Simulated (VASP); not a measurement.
Here is a VASP 6.6.1 calculation.

File INCAR:

```
SYSTEM = MnO2
PREC = Accurate
ENCUT = 520
EDIFF = 1E-6
ISMEAR = -1
SIGMA = 0.05
LREAL = .False.
LASPH = .True.
NELM = 150
ALGO = Normal
ISIF = 2
LWAVE = .False.
LCHARG = .False.
ISPIN = 2
MAGMOM = 4 0 0
LORBIT = 11
LMAXMIX = 4
GGA = PS
IVDW = 12
NBANDS = 24
```

Contents of KPOINTS:

```
regular mesh
0
Gamma
  11 11 6
  0 0 0
```

POSCAR

```
MnO2
1.0
    2.8333210521      0.0000000000      0.0000000000
   -1.4166605260      2.4537280082      0.0000000000
    0.0000000000      0.0000000000      4.4695620671
Mn O
1 2
Direct
    0.0000000000      0.0000000000      0.5000000000
    0.3333333333      0.6666666667      0.7126126541
    0.6666666667      0.3333333333      0.2873873459
```

Potentials or basis: VASP PAW PBE potentials, release 64 (Mn_pv, O).

Command:

```console
$ cat potpaw_PBE.64/Mn_pv/POTCAR potpaw_PBE.64/O/POTCAR > POTCAR
$ mpirun -np 1 vasp_std > vasp.out
```

Problem. What does it give for the band gap on the k mesh?

Solution. 0.61 eV, indirect (least direct gap 0.67 eV).

Problem. Predict the pressure.

Solution. 1.0 GPa.

Stress tensor (GPa, compression positive):
```
1.21 0.00 0.00
0.00 1.21 0.00
0.00 0.00 0.51
```

Caveat: the PAW data sets were made with another functional, which shifts forces and pressure a little; a cell with one magnetic atom can't hold antiferromagnetic order, which such compounds often take. A k mesh can miss the band edges.
